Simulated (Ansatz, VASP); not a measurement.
**HfN in VASP and in Ansatz**

```xyz
2
Lattice="0.0000 2.3800 2.2738 2.2738 0.0000 2.2738 2.2738 2.3800 0.0000" Properties=species:S:1:pos:R:3 pbc="T T T"
Hf    0.0000    0.0000    0.0000
N     2.2738    2.3800    2.2738
```

Change from the starting cell: mode 5 frozen in at +0.000 Å, normal strain along y +0.0467.

Alike in both runs: task single point; functional PBE; k mesh 16 × 16 × 16; occupations gaussian, width 0.15 eV; no spin polarisation.

|  | VASP | Ansatz |
| --- | --- | --- |
| version | VASP 6.6.1 | Ansatz 0.2.0 |
| potentials or method | VASP PAW PBE potentials, release 64 (Hf_pv, N), cutoff 520 eV | scalar-relativistic, plane waves, PAW |
| valence electrons in the cell | 15 | 31 |

|  | VASP | Ansatz | Ansatz less VASP |
| --- | --- | --- | --- |
| gap on the k mesh at the Fermi level (eV) | none | none | - |
| pressure (GPa) | -11.9 | -9.8 | +2.16 |
| traceless stress, the component that is largest in VASP (GPa) | -10.33 | -10.52 | -0.189 |

A gap of «none» marks a metal or a gap that the smearing closes. VASP's potentials hold 15 valence electrons a cell and Ansatz's 31, so a difference there can come from the potentials and not from the codes.

Neither program's run includes spin-orbit coupling.
